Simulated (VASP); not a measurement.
Al3BP2:

```
CELL_PARAMETERS angstrom
4.86443 0.00000 0.00000
-2.43222 4.21272 0.00000
0.00000 0.00000 7.60149
ATOMIC_POSITIONS crystal
Al 0.50000 0.00000 0.50000
Al 0.00000 0.50000 0.50000
Al 0.50000 0.50000 0.50000
B 0.00000 0.00000 0.50000
P 0.33333 0.66667 0.50000
P 0.66667 0.33333 0.50000
```

The cell was built from a structure type or drawn by symmetry, and may not be a known phase.

| Item | Value |
| --- | --- |
| Program | VASP 6.6.1 |
| Task | relaxation of cell and atoms |
| Functional | PBE |
| Potentials or basis | VASP PAW PBE potentials, release 64 (Al, B_h, P) |
| Cutoff | 910 eV |
| k mesh | 6 × 6 × 2 |
| Occupations | gaussian, width 0.1 eV |
| Spin | no spin polarisation |

At the start: pressure 168.0 GPa; volume 25.96 Å³/atom.

Q: How do energy, volume and symmetry change on relaxing?

A: Over 10 steps the energy falls by 14434.4 meV/atom and the volume is 65.40 Å³/atom (+151.9 %); space group P6/mmm (No. 191, to 0.1 Å) before and after.

Step by step:
```
step  energy change (eV)  largest force (eV/Å)  pressure (GPa)  volume (Å³)
   1              0.0000                0.0000          168.02       155.77
   2            -71.6513                0.0000           -1.01      1374.18
   3            -72.5042                0.0000           -1.08      1285.24
   4            -73.3365                0.0000           -1.15      1203.88
   5            -83.7967                0.0000           -2.44       556.45
   6            -84.8481                0.0000            6.82       325.27
   7            -85.8391                0.0000           -1.96       461.70
   8            -86.6049                0.0000            0.11       390.50
   9            -86.6031                0.0000           -0.19       396.28
  10            -86.6062                0.0000           -0.01       392.42
```

Final structure:
```
Al B P
1.0
     7.72311    0.00000    0.00000
    -3.86156    6.68841    0.00000
     0.00000    0.00000    7.59687
Al B P
3 1 2
Direct
  0.50000 0.00000 0.50000
  0.00000 0.50000 0.50000
  0.50000 0.50000 0.50000
  0.00000 0.00000 0.50000
  0.33333 0.66667 0.50000
  0.66667 0.33333 0.50000
```

Caveat: the k points lie up to 0.41 Å⁻¹ apart in the final cell; the volume moved by over 15 % at a fixed basis, so the end points are rough.
